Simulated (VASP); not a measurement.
# Rh (Fm-3m) in VASP: further runs, part 2 of 2

VASP 6.6.1.

### 4 Single point, PBE, non-collinear spin, zero start, spin-orbit coupling

File INCAR:

```
SYSTEM = Rh
  ALGO = Normal
  EDIFF = 1E-7
  ENCUT = 520
  GGA = PE
  GGA_COMPAT = .False.
  ISIF = 2
  ISMEAR = -1
  LASPH = .True.
  LCHARG = .True.
  LMAXMIX = 4
  LORBIT = 11
  LORBMOM = .True.
  LREAL = .False.
  LSORBIT = .True.
  LVHAR = .True.
  LWAVE = .False.
  MAGMOM = 0 0 0
  NBANDS = 26
  NELM = 150
  PREC = Accurate
  SIGMA = 0.05
```

File KPOINTS:

```
k-points
0
Gamma
  9 9 9
  0 0 0
```

File POSCAR:

```
Rh
1.0
    0.0000000000      1.8978500000      1.8978500000
    1.8978500000      0.0000000000      1.8978500000
    1.8978500000      1.8978500000      0.0000000000
Rh
1
Direct
    0.0000000000      0.0000000000      0.0000000000
```

Potentials or basis: VASP PAW PBE potentials, release 64 (Rh_pv).

Launch:

```console
$ cat potpaw_PBE.64/Rh_pv/POTCAR > POTCAR
$ mpirun -np 1 vasp_ncl > vasp.out
```

OUTCAR:

```text
SYSTEM = Rh
   EDIFF = 1E-7
   ENCUT = 520
   GGA = PE
   ISIF = 2
   ISMEAR = -1
   LASPH = .True.
   LORBIT = 11
   LREAL = .False.
   LSORBIT = .True.
   NELM = 150
   PREC = Accurate

 ion  position               nearest neighbor table
   1  0.000  0.000  0.000-

  LATTYP: Found a face centered cubic cell.
 ALAT       =     3.7957000000

  Lattice vectors:

 A1 = (   0.0000000000,   1.8978500000,   1.8978500000)
 A2 = (   1.8978500000,   0.0000000000,   1.8978500000)
 A3 = (   1.8978500000,   1.8978500000,   0.0000000000)

Analysis of symmetry for initial positions (statically):
[... 25 lines left out ...]
The dynamic configuration has the point symmetry O_h .

Analysis of structural, dynamic, and magnetic symmetry:
=====================================================================
 Subroutine PRICEL returns:
[... 7 lines left out ...]
 out of a pool of 48 trial point group operations.

The overall configuration has the point symmetry O_h .

 Subroutine INISYM returns: Found 48 space group operations
[... 5 lines left out ...]
                                     Primitive cell

  volume of cell :      13.6715

  direct lattice vectors                    reciprocal lattice vectors
     0.000000000  1.897850000  1.897850000    -0.263456016  0.263456016  0.263456016
     1.897850000  0.000000000  1.897850000     0.263456016 -0.263456016  0.263456016
[... 864 lines left out ...]
  ---------------------------------------------------
  free  energy   TOTEN  =        -7.4048101236 eV

  energy  without entropy=       -7.3966765194  energy(sigma->0) =       -7.40074332

 orbital moment (x)

 # of ion     p       d       tot
 ----------------------------------------
  1         0.000  -0.000  -0.000
 ----------------------------------------
            0.000  -0.000  -0.000

 orbital moment (y)

 # of ion     p       d       tot
 ----------------------------------------
  1         0.000  -0.000  -0.000
 ----------------------------------------
            0.000  -0.000  -0.000

 orbital moment (z)

 # of ion     p       d       tot
 ----------------------------------------
  1         0.000   0.000   0.000
 ----------------------------------------
            0.000   0.000   0.000

 Spin-Orbit-Coupling matrix elements

 Ion:    1  E_soc:     -0.3140167
 l=   1
     0.0000000    -0.0413179    -0.0413179
    -0.0413179     0.0000000    -0.0413179
    -0.0413179    -0.0413179     0.0000000
 l=   2
     0.0000000    -0.0016632     0.0000000    -0.0016632    -0.0093550
    -0.0016632     0.0000000    -0.0070162    -0.0016632    -0.0023387
     0.0000000    -0.0070162     0.0000000    -0.0070162     0.0000000
    -0.0016632    -0.0016632    -0.0070162     0.0000000    -0.0023387
    -0.0093550    -0.0023387     0.0000000    -0.0023387     0.0000000
 l=   3
     0.0000000     0.0000000     0.0000000     0.0000000     0.0000000     0.0000000     0.0000000
     0.0000000     0.0000000     0.0000000     0.0000000     0.0000000     0.0000000     0.0000000
     0.0000000     0.0000000     0.0000000     0.0000000     0.0000000     0.0000000     0.0000000
     0.0000000     0.0000000     0.0000000     0.0000000     0.0000000     0.0000000     0.0000000
     0.0000000     0.0000000     0.0000000     0.0000000     0.0000000     0.0000000     0.0000000
     0.0000000     0.0000000     0.0000000     0.0000000     0.0000000     0.0000000     0.0000000
     0.0000000     0.0000000     0.0000000     0.0000000     0.0000000     0.0000000     0.0000000

 total charge

# of ion       s       p       d       tot
------------------------------------------
    1        0.418   6.308   7.073  13.800

 magnetization (x)

# of ion       s       p       d       tot
------------------------------------------
    1       -0.000   0.000  -0.000  -0.000

 magnetization (y)

# of ion       s       p       d       tot
------------------------------------------
    1       -0.000   0.000  -0.000  -0.000

 magnetization (z)

# of ion       s       p       d       tot
------------------------------------------
    1        0.000  -0.000   0.000   0.000
```

OSZICAR:

```text
N       E                     dE             d eps       ncg     rms          rms(c)
DAV:   1     0.166932193112E+03    0.16693E+03   -0.86897E+03  1820   0.132E+03
DAV:   2    -0.338711260177E+01   -0.17032E+03   -0.16286E+03  1882   0.422E+02
DAV:   3    -0.788756444662E+01   -0.45005E+01   -0.44592E+01  2064   0.759E+01
DAV:   4    -0.791658893677E+01   -0.29024E-01   -0.29015E-01  2062   0.606E+00
DAV:   5    -0.791698171610E+01   -0.39278E-03   -0.39273E-03  2252   0.693E-01    0.104E+01
DAV:   6    -0.742189492198E+01    0.49509E+00   -0.80980E-01  1960   0.135E+01    0.382E+00
DAV:   7    -0.740854127960E+01    0.13354E-01   -0.61567E-02  2172   0.215E+00    0.179E+00
DAV:   8    -0.740494484560E+01    0.35964E-02   -0.33650E-03  2084   0.756E-01    0.785E-01
DAV:   9    -0.740483636038E+01    0.10849E-03   -0.19938E-04  2176   0.197E-01    0.576E-02
DAV:  10    -0.740481038812E+01    0.25972E-04   -0.31313E-05  2124   0.835E-02    0.106E-02
DAV:  11    -0.740481046832E+01   -0.80202E-07   -0.27245E-06  2112   0.211E-02    0.330E-03
DAV:  12    -0.740481019124E+01    0.27708E-06   -0.16854E-07  2048   0.563E-03    0.719E-04
DAV:  13    -0.740481012361E+01    0.67635E-07   -0.25608E-09  1302   0.751E-04
   1 F= -.74048101E+01 E0= -.74007433E+01  d E =-.813360E-02  mag=     0.0000    -0.0000    -0.0000
```

stdout:

```text
POSCAR found type information on POSCAR Rh
 POSCAR found :  1 types and       1 ions
 scaLAPACK will be used
 LDA part: xc-table for (Slater+PW92), standard interpolation
 POSCAR, INCAR and KPOINTS ok, starting setup
 FFT: planning ... GRIDC
 FFT: planning ... GRID_SOFT
 FFT: planning ... GRID
 WAVECAR not read
 entering main loop
```

It took 27 s on 1 thread of Intel Xeon 6975P-C, shared host; peak memory 0.17 GiB.

What came out:

```yaml
Free_energy: -7.4048 eV
Pressure: 7.9 GPa
Net_moment: 0.00 μB per cell
Valence_electrons_inside_the_program's_atomic_spheres: Rh 13.80
```

Moments on the atoms (μB; x, y, z):
```
Rh  0.00 0.00 0.00
```

### 5 Overview

```tsv
spin	k mesh	smearing	gap on the mesh (eV)	pressure (GPa)
off	12 × 12 × 12	gaussian 0.025 eV	none	7.4
off	12 × 12 × 12	gaussian 0.023 eV	none	7.4
non-collinear, zero start, SOC	9 × 9 × 9	fermi-dirac 0.05 eV	-	7.9
```

Alike in all rows: task single point; level PBE; potentials or basis VASP PAW PBE potentials, release 64 (Rh_pv); cell as given; cutoff (eV) 520.

Absolute energies hang on the potentials; compare differences alone.
